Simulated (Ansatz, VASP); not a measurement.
**One calculation of C, two programs**

INCAR

```
PREC = Accurate ; ENCUT = 520
EDIFF = 1E-7 ; ISMEAR = 0
SIGMA = 0.15 ; LREAL = False
LASPH = True ; NELM = 80
ALGO = Normal ; ISIF = 2
LWAVE = False ; LCHARG = False
GGA = PS ; IVDW = 12
NBANDS = 16
```

File KPOINTS:

```
Automatic mesh
0
Gamma
  18 18 6
```

Contents of POSCAR:

```
C
1.0
    2.4580081303      0.0000000000      0.0000000000
   -1.2290040652      2.1286974836      0.0000000000
    0.0000000000      0.0000000000      6.9255097181
C
4
Direct
    0.0000000000      0.0000000000      0.0025000000
    0.0000000000      0.0000000000      0.5025000000
    0.3333333333      0.6666666667      0.0025000000
    0.6666666667      0.3333333333      0.5025000000
```

Input for Ansatz:

```yaml
crystal:
  lattice:
    - [2.4580081303, 0.0, 0.0]
    - [-1.2290040652, 2.1286974836, 0.0]
    - [0.0, 0.0, 6.9255097181]
  atoms:
    - { symbol: C, position: [0.0, 0.0, 0.0025] }
    - { symbol: C, position: [0.0, 0.0, 0.5025] }
    - { symbol: C, position: [0.3333333333, 0.6666666667, 0.0025] }
    - { symbol: C, position: [0.6666666667, 0.3333333333, 0.5025] }
basis:
  ecutwfc: 520.0
kpoints:
  mp_grid: { grid: [18, 18, 6] }
hamiltonian:
  xc: pbesol
  pseudopotentials: { kind: paw, azcp: { folder: soft_1 } }
  dispersion: d3bj
scf:
  occupations: { method: gaussian, width: 0.15 }
output:
  forces: true
  stress: true
  eigenvalues: true
```

Change from the starting cell: engineering shear strain xy +0.0000, normal strain along z +0.0525.

Alike in both runs: task single point; functional PBEsol; dispersion D3(BJ); k mesh 18 × 18 × 6; occupations gaussian, width 0.15 eV; no spin polarisation.

|  | VASP | Ansatz |
| --- | --- | --- |
| version | VASP 6.6.1 | Ansatz 0.2.0 |
| potentials or method | VASP PAW PBE potentials, release 64 (C), cutoff 520 eV | scalar-relativistic, plane waves, PAW |
| valence electrons in the cell | 16 | 16 |

|  | VASP | Ansatz | Ansatz less VASP |
| --- | --- | --- | --- |
| gap on the k mesh at the Fermi level (eV) | none | none | - |
| pressure (GPa) | 0.4 | -0.4 | -0.71 |
| traceless stress, the component that is largest in VASP (GPa) | -1.78 | -1.00 | +0.787 |

VASP's potentials were made for PBE, not for PBEsol, and Ansatz warns of the same on its side. A gap of «none» marks a metal or a gap that the smearing closes.
